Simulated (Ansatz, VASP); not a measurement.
## P in VASP and in Ansatz

Contents of INCAR:

```
SYSTEM = P
PREC = Accurate
ENCUT = 520
EDIFF = 1E-6
ISMEAR = 0
SIGMA = 0.05
LREAL = .False.
LASPH = .True.
NELM = 80
ALGO = Normal
ISIF = 2
LWAVE = .False.
LCHARG = .False.
LDIPOL = .True.
IDIPOL = 3
DIPOL = 0.5 0.5 0.390
GGA = PE
IVDW = 12
NBANDS = 30
```

File KPOINTS:

```
Automatic mesh
0
Gamma
  8 6 1
  0 0 0
```

Contents of POSCAR:

```
P
1.0
    3.2961869629      0.0000000000      0.0000000000
    0.0000000000      4.4391557027      0.0000000000
    0.0000000000      0.0000000000     21.7461973615
P
8
Direct
    0.5000000000      0.9174951453      0.2069327306
    0.0000000000      0.5825048547      0.2069327306
    0.5000000000      0.0825048547      0.3045635322
    0.0000000000      0.4174951453      0.3045635322
    0.7500000000      0.0825048547      0.4751680723
    1.2500000000      0.4174951453      0.4751680723
    0.7500000000      0.9174951453      0.5727988740
    1.2500000000      0.5825048547      0.5727988740
```

Input for Ansatz:

```yaml
crystal:
  lattice:
    - [3.2961869629, 0.0, 0.0]
    - [0.0, 4.4391557027, 0.0]
    - [0.0, 0.0, 21.7461973615]
  atoms:
    - { symbol: P, position: [0.5, 0.9174951453, 0.2069327306] }
    - { symbol: P, position: [0.0, 0.5825048547, 0.2069327306] }
    - { symbol: P, position: [0.5, 0.0825048547, 0.3045635322] }
    - { symbol: P, position: [0.0, 0.4174951453, 0.3045635322] }
    - { symbol: P, position: [0.75, 0.0825048547, 0.4751680723] }
    - { symbol: P, position: [1.25, 0.4174951453, 0.4751680723] }
    - { symbol: P, position: [0.75, 0.9174951453, 0.572798874] }
    - { symbol: P, position: [1.25, 0.5825048547, 0.572798874] }
basis:
  ecutwfc: 420
kpoints:
  mp_grid: { grid: [8, 6, 1] }
hamiltonian:
  xc: pbe
  dispersion: d3bj
scf:
  occupations: { method: gaussian, width: 0.05 }
output:
  forces: true
  eigenvalues: true
efield:
  axis: 3
  dipole_correction: true
  ramp_width: 0.04
```

Alike in both runs: task single point; functional PBE; dispersion D3(BJ); k mesh 8 × 6 × 1; occupations gaussian, width 0.05 eV; no spin polarisation.

|  | VASP | Ansatz |
| --- | --- | --- |
| version | VASP 6.6.1 | Ansatz 0.2.0 |
| potentials or method | VASP PAW PBE potentials, release 64 (P), cutoff 520 eV | scalar-relativistic, plane waves, PAW |
| valence electrons in the cell | 40 | 40 |

VASP gave:

| Quantity | Value |
| --- | --- |
| gap on the k mesh at the Fermi level (eV) | 0.14 |
| least direct gap on the mesh (eV) | 0.14 |
| rms of the force components (eV/Å) | 0.025 |

**Question.** Which values does Ansatz return?

**Answer.** gap on the k mesh at the Fermi level (eV): 0.13; least direct gap on the mesh (eV): 0.13; rms of the force components (eV/Å): 0.027.

Atom by atom the forces differ by 0.031 eV/Å (rms over components).
